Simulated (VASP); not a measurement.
Runs of VASP 6.6.1 on Co. The structure is that of space group P6/mmm (No. 191), or close to it. The cells are those of the table. 

```csv
level,cell,smearing,gap on the mesh (eV),pressure (GPa),moment (μB)
PBE,"a = 3.631, b = 3.631, c = 2.207 Å, angles 90.0, 90.0, 120.0°, 3 atoms",fermi-dirac 0.05 eV,none,102.9,(b)
PBE,"a = 3.749, b = 3.749, c = 2.288 Å, angles 90.0, 90.0, 120.0°, 3 atoms",fermi-dirac 0.05 eV,none,51.6,4.43
PBE,"a = 3.361, b = 3.361, c = 2.034 Å, angles 90.0, 90.0, 120.0°, 3 atoms",fermi-dirac 0.05 eV,none,323.7,0.99
revPBE,"a = 3.631, b = 3.631, c = 2.207 Å, angles 90.0, 90.0, 120.0°, 3 atoms",tetrahedron,none,108.9,(a)
PBE,"a = 3.961, b = 3.961, c = 2.440 Å, angles 90.0, 90.0, 120.0°, 3 atoms",fermi-dirac 0.05 eV,none,-0.7,4.92
```

Alike in all rows: task single point; potentials or basis VASP PAW PBE potentials, release 64 (Co); spin collinear, ferromagnetic start; k mesh 10 × 10 × 14; cutoff (eV) 520.

Fill in the values left out.

(a) 4.03; (b) 4.01.

Caveats: the PAW data sets were made with another functional, which shifts forces and pressure a little (some runs).

A gap of «none» marks levels without a gap at the run's occupations.
